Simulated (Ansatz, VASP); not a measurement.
V in VASP and in Ansatz

```
CELL_PARAMETERS angstrom
-0.07565 2.04813 1.85486
1.90213 0.02634 1.75288
1.88239 1.92639 0.04608
ATOMIC_POSITIONS crystal
V 0.00000 0.00000 0.00000
```

Change from the starting cell: cell sheared at random, sigma 0.06, atoms nudged by 0.01 Å.

Alike in both runs: task relaxation of cell and atoms; functional BLYP; dispersion D4; k mesh 11 × 12 × 12; occupations fermi-dirac, width 0.05 eV; collinear spin.

|  | VASP | Ansatz |
| --- | --- | --- |
| version | VASP 6.6.1 | Ansatz 0.2.0 |
| potentials or method | VASP PAW PBE potentials, release 64 (V_sv) | Ansatz PAW |
| plane-wave cutoff (eV) | 600 | 420 |
| valence electrons in the cell | 13 | 13 |

|  | VASP | Ansatz | Ansatz less VASP |
| --- | --- | --- | --- |
| gap on the k mesh at the Fermi level, each at its own relaxed structure (eV) | none | none | - |
| net moment per atom (μB) | 0.00 | 0.00 | 0.000 |
| relaxed volume (Å³/atom) | 13.29 | 13.29 | -0.002 |
| relaxed length of the cell vector where the two differ most in proportion (Å) | 2.549 | 2.637 | +0.0874 |

VASP's potentials were made for PBE, not for BLYP. A gap of «none» marks a metal or a gap that the smearing closes.

Noted on Ansatz's run: the plane-wave basis is chosen anew once the cell has moved, so the energies of steps on either side of that aren't comparable.
